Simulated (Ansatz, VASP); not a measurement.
## Two plane-wave programs on Ga2GeO2

```
Ga Ge O
1.0
     3.12856    0.00000    0.00000
    -1.56428    2.70941    0.00000
     0.00000    0.00000    8.56157
Ga Ge O
2 1 2
Cartesian
  1.5643 0.9031 2.2194
  0.0000 1.8063 6.3422
  0.0000 0.0000 0.0000
  1.5643 0.9031 5.6171
  0.0000 1.8063 2.9445
```

Change from the starting cell: species swapped into the YAl2Si2 type (P-3m1, No. 164).

Alike in both runs: task relaxation of cell and atoms; functional PBE; k mesh 12 × 12 × 6; occupations gaussian, width 0.1 eV; no spin polarisation.

|  | VASP | Ansatz |
| --- | --- | --- |
| version | VASP 6.6.1 | Ansatz 0.2.0 |
| potentials or method | VASP PAW PBE potentials, release 64 (Ga_d, Ge_d, O), cutoff 600 eV | scalar-relativistic, plane waves, PAW |
| valence electrons in the cell | 52 | 52 |

Ansatz gave:

| Quantity | Value |
| --- | --- |
| gap on the k mesh at the Fermi level, each at its own relaxed structure (eV) | none |
| relaxed volume (Å³/atom) | 14.99 |
| relaxed length of the cell vector where the two differ most in proportion (Å) | 8.988 |

Task: What did VASP give for the same quantities?

Result: gap on the k mesh at the Fermi level, each at its own relaxed structure (eV): none; relaxed volume (Å³/atom): 14.83; relaxed length of the cell vector where the two differ most in proportion (Å): 8.867.

A gap of «none» marks a metal or a gap that the smearing closes.
